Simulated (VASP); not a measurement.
Input of a VASP 6.6.1 run:

Contents of INCAR:

```
  PREC = Accurate
  ENCUT = 600
  EDIFF = 1E-6
  ISMEAR = 0
  SIGMA = 0.1337
  LREAL = F
  LASPH = T
  NELM = 120
  ALGO = Normal
  ISIF = 2
  LWAVE = F
  LCHARG = T
  GGA = PS
  LELF = T
  LVHAR = T
  NBANDS = 40
  GGA_COMPAT = F
```

File KPOINTS:

```
Automatic mesh
0
Gamma
  4 4 4
```

File POSCAR:

```
MgCdRe6H2
1.0
    2.6729660000      4.6297090000      0.0000000000
   -2.6729660000      4.6297090000      0.0000000000
    0.0000000000     -3.0864730000      5.8346090000
Cd Mg H Re
1 1 2 6
Direct
    0.0000000000      0.0000000000      0.0000000000
    0.5000000000      0.5000000000      0.5000000000
    0.2435000000      0.2435000000      0.7305000000
    0.7565000000      0.7565000000      0.2695000000
    0.7618000000      0.7662000000      0.8367000000
    0.3087000000      0.7618000000      0.8367000000
    0.7662000000      0.3087000000      0.8367000000
    0.2382000000      0.2338000000      0.1633000000
    0.6913000000      0.2382000000      0.1633000000
    0.2338000000      0.6913000000      0.1633000000
```

Potentials or basis: VASP PAW PBE potentials, release 64 (Cd, Mg, H, Re).

Command:

```bash
$ cat potpaw_PBE.64/Cd/POTCAR potpaw_PBE.64/Mg/POTCAR potpaw_PBE.64/H/POTCAR potpaw_PBE.64/Re/POTCAR > POTCAR
$ mpirun -np 1 vasp_std > vasp.out
```

Question: Predict the band gap on the k mesh.

Answer: Zero (bands 29 and 30 overlap by 1.07 eV).

Question: What does it give for the pressure?

Answer: 132.5 GPa.

Question: Predict the largest force.

Answer: 22.782 eV/Å.

Forces on the atoms (eV/Å):
```
Cd    0.000   0.000   0.000
Mg    0.000   0.000   0.000
H     0.000   0.000   0.104
H     0.000   0.000  -0.104
Re   -0.213 -19.301 -12.102
Re   16.822   9.466 -12.102
Re  -16.608   9.835 -12.102
Re    0.213  19.301  12.102
Re  -16.822  -9.466  12.102
Re   16.608  -9.835  12.102
```

Caveat: atoms lie so close that the PAW spheres overlap strongly, which falsifies energies and pressures; the cell stands under pressure; the PAW data sets were made with another functional, which shifts forces and pressure a little; spin-orbit coupling is left out, which moves the levels of the heavy elements.
